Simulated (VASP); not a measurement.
# WC (Fm-3m) in VASP: single point with LDA

Aim: the single point of WC with LDA.

Program: VASP 6.6.1. These are calculated values, not measurements. Logs are shortened: lines on timing, memory, paths and dates and some standing lists are left out, and cuts for length are marked.

**1. The cell of the first run**

It takes space group Fm-3m (No. 225, cubic). The conventional cell has a = 4.323 Å, b = 4.323 Å, c = 4.323 Å, α = 90.00°, β = 90.00°, γ = 90.00°. W (site symmetry m-3m) has 6 C at 2.16 Å within 2.9 Å. Within 2.9 Å of C (site symmetry m-3m) lie 6 W at 2.16 Å.

**2. Single point, LDA**

Input file INCAR:

```
PREC = Accurate
ENCUT = 910
EDIFF = 1E-6
ISMEAR = -1
SIGMA = 0.1
LREAL = F
LASPH = T
NELM = 120
ALGO = Normal
ISIF = 2
LWAVE = F
LCHARG = F
GGA = CA
NBANDS = 16
GGA_COMPAT = F
```

Input file KPOINTS:

```
Automatic mesh
0
Gamma
  17 17 17
```

Input file POSCAR:

```
WC
1.0
    0.0000000000      2.1616040636      2.1616040636
    2.1616040636      0.0000000000      2.1616040636
    2.1616040636      2.1616040636      0.0000000000
W C
1 1
Direct
    0.0000000000      0.0000000000      0.0000000000
    0.5000000000      0.5000000000      0.5000000000
```

Potentials or basis: VASP PAW LDA potentials, release 64 (W_sv, C_h).

On the command line:

```sh
cat potpaw_LDA.64/W_sv/POTCAR potpaw_LDA.64/C_h/POTCAR > POTCAR
mpirun -np 1 vasp_std > vasp.out
```

OUTCAR:

```text
PREC = Accurate
   ENCUT = 910
   EDIFF = 1E-6
   ISMEAR = -1
   LREAL = F
   LASPH = T
   NELM = 120
   ISIF = 2
   GGA = CA

 ion  position               nearest neighbor table
   1  0.000  0.000  0.000-   2 2.16   2 2.16   2 2.16   2 2.16   2 2.16   2 2.16
   2  0.500  0.500  0.500-   1 2.16   1 2.16   1 2.16   1 2.16   1 2.16   1 2.16

  LATTYP: Found a face centered cubic cell.
 ALAT       =     4.3232081272

  Lattice vectors:

 A1 = (   0.0000000000,   2.1616040636,   2.1616040636)
 A2 = (   2.1616040636,   0.0000000000,   2.1616040636)
 A3 = (   2.1616040636,   2.1616040636,   0.0000000000)

Analysis of symmetry for initial positions (statically):
=====================================================================
 Subroutine PRICEL returns:
 Original cell was already a primitive cell.

 Routine SETGRP: Setting up the symmetry group for a
 face centered cubic supercell.

 Subroutine GETGRP returns: Found 48 space group operations
 (whereof 48 operations were pure point group operations)
 out of a pool of 48 trial point group operations.

The static configuration has the point symmetry O_h .

Analysis of symmetry for dynamics (positions and initial velocities):
=====================================================================
 Subroutine PRICEL returns:
 Original cell was already a primitive cell.

 Routine SETGRP: Setting up the symmetry group for a
 face centered cubic supercell.

 Subroutine GETGRP returns: Found 48 space group operations
 (whereof 48 operations were pure point group operations)
 out of a pool of 48 trial point group operations.

The dynamic configuration has the point symmetry O_h .

 Subroutine INISYM returns: Found 48 space group operations
 (whereof 48 operations are pure point group operations),
 and found     1 'primitive' translations

----------------------------------------------------------------------------------------

                                     Primitive cell

  volume of cell :      20.2003

  direct lattice vectors                    reciprocal lattice vectors
     0.000000000  2.161604064  2.161604064    -0.231309706  0.231309706  0.231309706
     2.161604064  0.000000000  2.161604064     0.231309706 -0.231309706  0.231309706
     2.161604064  2.161604064  0.000000000     0.231309706  0.231309706 -0.231309706

  length of vectors
     3.056969783  3.056969783  3.056969783     0.400640163  0.400640163  0.400640163

  position of ions in fractional coordinates (direct lattice)
     0.000000000  0.000000000  0.000000000
     0.500000000  0.500000000  0.500000000

  ion indices of the primitive-cell ions
   primitive index   ion index
                 1           1
                 2           2

----------------------------------------------------------------------------------------

 KPOINTS: Automatic mesh

Automatic generation of k-mesh.
 Grid dimensions read from file:
 generate k-points for:   17   17   17

 Generating k-lattice:

  Cartesian coordinates                     Fractional coordinates (reciprocal lattice)
    -0.013606453  0.013606453  0.013606453     0.058823529  0.000000000  0.000000000
     0.013606453 -0.013606453  0.013606453     0.000000000  0.058823529  0.000000000
     0.013606453  0.013606453 -0.013606453     0.000000000  0.000000000  0.058823529

  Length of vectors
     0.023567068  0.023567068  0.023567068

  Shift w.r.t. Gamma in fractional coordinates (k-lattice)
     0.000000000  0.000000000  0.000000000

 Subroutine IBZKPT returns following result:
 ===========================================

 Found    165 irreducible k-points:

 Following reciprocal coordinates:
            Coordinates               Weight
  0.000000  0.000000  0.000000      1.000000
  0.058824  0.000000  0.000000      8.000000
  0.117647  0.000000  0.000000      8.000000
  0.176471  0.000000  0.000000      8.000000
  0.235294  0.000000  0.000000      8.000000
  0.294118  0.000000  0.000000      8.000000
[... 16 lines left out ...]
 -0.176471  0.058824  0.000000     24.000000
 -0.117647  0.058824  0.000000     24.000000
 [... further k-points ...]
   k-points           NKPTS =    165   k-points in BZ     NKDIM =    165   number of bands    NBANDS=     16
   number of dos      NEDOS =    301   number of ions     NIONS =      2
   total plane-waves  NPLWV =  27000
   dimension x,y,z NGX =    30 NGY =   30 NGZ =   30
   dimension x,y,z NGXF=    60 NGYF=   60 NGZF=   60
   ions per type =               1   1
   NGX,Y,Z   is equivalent  to a cutoff of  16.31, 16.31, 16.31 a.u.
   NGXF,Y,Z  is equivalent  to a cutoff of  32.63, 32.63, 32.63 a.u.
 SYSTEM =  unknown system
   PREC   = accura    normal or accurate (medium, high low for compatibility)
   ISTART =      0    job   : 0-new  1-cont  2-samecut
   ICHARG =      2    charge: 1-file 2-atom 10-const
   ISPIN  =      1    spin polarized calculation?
   LNONCOLLINEAR =      F non collinear calculations
   LSORBIT =      F    spin-orbit coupling
   LASPH  =      T    aspherical Exc in radial PAW
   ENCUT  =  910.0 eV  66.88 Ry    8.18 a.u.   7.52  7.52  7.52*2*pi/ulx,y,z
   NELM   =    120;   NELMIN=  2; NELMDL= -5     # of ELM steps
   EDIFF  = 0.1E-05   stopping-criterion for ELM
   LREAL  =      F    real-space projection
   EDIFFG = 0.1E-04   stopping-criterion for IOM
   NSW    =      0    number of steps for IOM
   IBRION =     -1    ionic relax: 0-MD 1-quasi-New 2-CG
   NFREE  =      0    steps in history (QN), initial steepest desc. (CG)
   ISIF   =      2    stress and relaxation
   ISYM   =      2    0-nonsym 1-usesym 2-fastsym
   POTIM  = 0.5000    time-step for ionic-motion
   TEBEG  =    0.0;   TEEND  =   0.0 temperature during run
   PSTRESS=    0.0 pullay stress
   NELECT =      18.0000    total number of electrons
   NUPDOWN=      -1.0000    fix difference up-down
   EMIN   =  10.00;   EMAX   =-10.00  energy-range for DOS
   EFERMI =   0.00;   METHOD = LEGACY
   ISMEAR =    -1;   SIGMA  =   0.10  broadening in eV -4-tet -1-fermi 0-gaus
   EFERMI_NEDOS =   21; number of points for ismear=-14 and -15
   IALGO  =     38    algorithm
   IMIX   =      4    mixing-type and parameters
     AMIX     =   0.40;   BMIX     =  1.00
     AMIX_MAG =   1.60;   BMIX_MAG =  1.00
  volume/ion in A,a.u.               =      10.10        68.16
  Fermi-wavevector in a.u.,A,eV,Ry     =   1.575359  2.976997 33.766337  2.481756
  Thomas-Fermi vector in A             =   2.676355
   LORBIT       =      0    0 simple, 1 ext, 2 COOP (PROOUT), +10 PAW based schemes
   GGA     = CA    functional components
   LHFCALC =     F    Hartree Fock is set to
   AEXX    =    0.0000 exact exchange contribution
   IVDW    =     0    specifies the selected vdW correction
   LEPSILON=     F    determine dielectric tensor
   LRPA    =     F    only Hartree local field effects (RPA)
 non-spin polarized calculation
  energy-cutoff  :      910.00
  volume of cell :       20.20
 maximum number of plane-waves:      1283
 NGX is ok and might be reduce to    30
   NGX = 15   NGY = 15   NGZ = 15

 number of electron      18.0000000 magnetization

 Free energy of the ion-electron system (eV)
  ---------------------------------------------------
  ext. energy  EPLUGINS =         0.00000000
  ---------------------------------------------------
  free energy    TOTEN  =       -23.82938119 eV

  energy without entropy =      -23.79616728  energy(sigma->0) =      -23.81277423

 E-fermi :  13.2565     XC(G=0): -14.1737

 val. band max:       13.2518079553   @ k =   0.2353   0.0000   0.0000
 cond. band min:      13.2584803804   @ k =  -0.3529   0.3529   0.1765
 fundamental gap:      0.0066724252
 Fermi energy:        13.2565055553

 k-point     1 :       0.0000    0.0000    0.0000
  band No.  band energies     occupation
      1     -61.6567      2.00000
      2     -25.9040      2.00000
      3     -25.9040      2.00000
      4     -25.9040      2.00000
      5      -2.7139      2.00000
      6      10.3564      2.00000
[... 8 lines left out ...]
     15      22.9606      0.00000
     16      37.4323      0.00000

 k-point     2 :       0.0588    0.0000    0.0000
  band No.  band energies     occupation
      1     -61.6551      2.00000
      2     -25.9290      2.00000
      3     -25.9066      2.00000
      4     -25.9066      2.00000
      5      -2.6098      2.00000
      6       9.9876      2.00000
[... 8 lines left out ...]
     15      23.2067      0.00000
     16      36.1508      0.00000

 k-point     3 :       0.1176    0.0000    0.0000
  band No.  band energies     occupation
      1     -61.6506      2.00000
      2     -26.0001      2.00000
      3     -25.9141      2.00000
      4     -25.9141      2.00000
      5      -2.3043      2.00000
      6       9.1681      2.00000
[... 8 lines left out ...]
     15      23.8927      0.00000
     16      34.0601      0.00000

 k-point     4 :       0.1765    0.0000    0.0000
  band No.  band energies     occupation
      1     -61.6436      2.00000
      2     -26.1063      2.00000
      3     -25.9254      2.00000
      4     -25.9254      2.00000
      5      -1.8174      2.00000
      6       8.1843      2.00000
[... 8 lines left out ...]
     15      24.8373      0.00000
     16      32.1827      0.00000

 k-point     5 :       0.2353    0.0000    0.0000
  band No.  band energies     occupation
      1     -61.6353      2.00000
      2     -26.2319      2.00000
      3     -25.9390      2.00000
      4     -25.9390      2.00000
      5      -1.1794      2.00000
      6       7.1552      2.00000
[... 8 lines left out ...]
     15      25.6817      0.00000
     16      31.1596      0.00000

 k-point     6 :       0.2941    0.0000    0.0000
  band No.  band energies     occupation
      1     -61.6266      2.00000
      2     -26.3594      2.00000
      3     -25.9530      2.00000
      4     -25.9530      2.00000
      5      -0.4272      2.00000
      6       6.1336      2.00000
[... 8 lines left out ...]
     15      26.2159      0.00000
     16      29.4626      0.00000

 k-point     7 :       0.3529    0.0000    0.0000
  band No.  band energies     occupation
      1     -61.6188      2.00000
      2     -26.4719      2.00000
      3     -25.9655      2.00000
      4     -25.9655      2.00000
      5       0.3996      2.00000
      6       5.1434      2.00000
[... 8 lines left out ...]
     15      26.7829      0.00000
     16      27.7272      0.00000

 k-point     8 :       0.4118    0.0000    0.0000
  band No.  band energies     occupation
      1     -61.6130      2.00000
      2     -26.5553      2.00000
      3     -25.9749      2.00000
      4     -25.9749      2.00000
      5       1.2592      2.00000
      6       4.1982      2.00000
[... 8 lines left out ...]
     15      26.3390      0.00000
     16      26.3390      0.00000

 k-point     9 :       0.4706    0.0000    0.0000
  band No.  band energies     occupation
      1     -61.6098      2.00000
      2     -26.5996      2.00000
      3     -25.9800      2.00000
      4     -25.9800      2.00000
      5       2.0606      2.00000
      6       3.3621      2.00000
[... 8 lines left out ...]
     15      25.4922      0.00000
     16      25.4922      0.00000
[... 172 lines left out ...]
 k-point    19 :      -0.4118    0.0588    0.0000
  band No.  band energies     occupation
      1     -61.6108      2.00000
      2     -26.5673      2.00000
      3     -25.9995      2.00000
      4     -25.9760      2.00000
      5       1.5298      2.00000
      6       3.9090      2.00000
[... 8 lines left out ...]
     15      25.9851      0.00000
     16      26.2707      0.00000

 k-point    20 :      -0.3529    0.0588    0.0000
  band No.  band energies     occupation
      1     -61.6158      2.00000
      2     -26.4979      2.00000
      3     -25.9949      2.00000
      4     -25.9639      2.00000
      5       0.7116      2.00000
      6       4.7810      2.00000
[... 8 lines left out ...]
     15      26.9117      0.00000
     16      26.9837      0.00000

 k-point    21 :      -0.2941    0.0588    0.0000
  band No.  band energies     occupation
      1     -61.6230      2.00000
      2     -26.3965      2.00000
      3     -25.9851      2.00000
      4     -25.9493      2.00000
      5      -0.1084      2.00000
      6       5.7206      2.00000
[... 8 lines left out ...]
     15      26.4374      0.00000
     16      28.1543      0.00000

 k-point    22 :      -0.2353    0.0588    0.0000
  band No.  band energies     occupation
      1     -61.6313      2.00000
      2     -26.2760      2.00000
      3     -25.9712      2.00000
      4     -25.9344      2.00000
      5      -0.8743      2.00000
      6       6.7066      2.00000
[... 8 lines left out ...]
     15      25.9914      0.00000
     16      29.3902      0.00000

 k-point    23 :      -0.1765    0.0588    0.0000
  band No.  band energies     occupation
      1     -61.6398      2.00000
      2     -26.1519      2.00000
      3     -25.9549      2.00000
      4     -25.9211      2.00000
      5      -1.5432      2.00000
      6       7.7272      2.00000
[... 8 lines left out ...]
     15      25.3089      0.00000
     16      30.7395      0.00000

 k-point    24 :      -0.1176    0.0588    0.0000
  band No.  band energies     occupation
      1     -61.6472      2.00000
      2     -26.0420      2.00000
      3     -25.9380      2.00000
      4     -25.9112      2.00000
      5      -2.0760      2.00000
      6       8.7525      2.00000
[... 8 lines left out ...]
     15      24.3801      0.00000
     16      32.6117      0.00000

 [... further k-points ...]

------------------------ aborting loop because EDIFF is reached ----------------------------------------

  FORCE on cell =-STRESS in cart. coord.  units (eV):
  Direction    XX          YY          ZZ          XY          YZ          ZX
  --------------------------------------------------------------------------------------
  -------------------------------------------------------------------------------------
  Total        0.2896279      0.2896279      0.2896279     -0.0000000     -0.0000000      0.0000000
  in kB       22.9716657     22.9716657     22.9716657     -0.0000000     -0.0000000      0.0000000
  external PRESSURE =      22.9716657 kB  Pullay stress =       0.0000000 kB

 VOLUME and BASIS-vectors are now :
 -----------------------------------------------------------------------------
  energy-cutoff  :      910.00
  volume of cell :       20.20
      direct lattice vectors                 reciprocal lattice vectors
     0.000000000  2.161604064  2.161604064    -0.231309706  0.231309706  0.231309706
     2.161604064  0.000000000  2.161604064     0.231309706 -0.231309706  0.231309706
     2.161604064  2.161604064  0.000000000     0.231309706  0.231309706 -0.231309706

 POSITION                                       TOTAL-FORCE (eV/Angst)
 -----------------------------------------------------------------------------------
      0.00000      0.00000      0.00000         0.000000      0.000000      0.000000
      2.16160      2.16160      2.16160        -0.000000     -0.000000     -0.000000
 -----------------------------------------------------------------------------------
    total drift:                               -0.000000      0.000000      0.000000

  FREE ENERGIE OF THE ION-ELECTRON SYSTEM (eV)
  ---------------------------------------------------
  free  energy   TOTEN  =       -23.8293811865 eV

  energy  without entropy=      -23.7961672810  energy(sigma->0) =      -23.81277423
```

Run time: 67 s. Hardware: 1 thread of AMD EPYC 7R13 (Zen 3), shared host; peak memory 0.22 GiB.

Results:

* Free energy: -23.8294 eV
* Pressure: 2.3 GPa
* Band gap on the k mesh: zero (bands 9 and 10 overlap by 3.28 eV)

Caveat: the cutoff is under 1.25 times the usual one of these potentials, so pressure, stress and relaxed cells hold a basis-set (Pulay) error; spin-orbit coupling is left out, which moves the levels of the heavy elements.
